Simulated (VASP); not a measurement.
Set up this calculation in VASP 6.6.1, as the native input.

```
Task                   : single point
Functional             : PBE
Dispersion             : D3(BJ)
Potentials or basis    : VASP PAW PBE potentials, release 64 (Sn_d, O)
Cutoff                 : 520 eV
k mesh                 : 7 × 7 × 1
Occupations            : gaussian, width 0.05 eV
Spin                   : no spin polarisation
Dipole correction      : yes
Further INCAR settings : ALGO = Normal; EDIFF = 1e-07; NBANDS = 50
```

The structure of SnO lies in POSCAR:

```
SnO
1.0
    3.8206509079      0.0000053603      0.0000000000
   -0.0000052472      3.8206509079      0.0000000000
    0.0000000000      0.0000000000     22.2280089981
Sn O
4 4
Direct
    0.9998502662      0.9998502662      0.2024472817
    0.4998491692      0.4998491692      0.3087997895
    0.7498491692      0.7498491692      0.4932517573
    1.2498502662      1.2498502662      0.5996042650
    0.9998512723      0.4998508145      0.2556235141
    0.4998508145      0.9998512723      0.2556235141
    0.7498481630      1.2498486208      0.5464279896
    1.2498486208      0.7498481630      0.5464279896
```

This cell differs from its parent crystal: layers slid over each other.

The input as run:

INCAR

```
ALGO     = Normal         # electronic algorithm
DIPOL    = 0.5 0.5 0.401
EDIFF    = 1E-7           # SCF threshold, eV
ENCUT    = 520            # plane-wave cutoff, eV
GGA      = PE             # functional
IDIPOL   = 3            
ISIF     = 2              # what is computed and relaxed
ISMEAR   = 0              # smearing method
IVDW     = 12             # dispersion correction
LASPH    = True           # aspherical terms in the spheres
LCHARG   = False          # write CHGCAR
LDIPOL   = True         
LREAL    = False          # projectors in reciprocal space
LWAVE    = False          # write WAVECAR
NBANDS   = 50             # bands
NELM     = 100            # most SCF steps
PREC     = Accurate       # precision mode
SIGMA    = 0.05           # smearing width, eV
```

KPOINTS

```
k-points
0
Gamma
  7 7 1
```

Potentials or basis: VASP PAW PBE potentials, release 64 (Sn_d, O).

Launch:

```bash
$ cat potpaw_PBE.64/Sn_d/POTCAR potpaw_PBE.64/O/POTCAR > POTCAR
$ mpirun -np 1 vasp_std > vasp.out
```

It gave:

```yaml
Largest_force: 0.109 eV/Å
Band_gap_on_the_k_mesh: 2.51 eV (least direct gap 2.54 eV)
Dispersion_energy_per_atom: -0.156 eV
```

Caveat: the cell differs from its parent crystal (layers slid over each other); spin-orbit coupling is left out, which moves the levels of the heavy elements.

Wall time 3.5 min on 1 thread of Intel(R) Xeon(R) 6975P-C (Granite Rapids), on a shared host, peak memory 0.44 GiB.
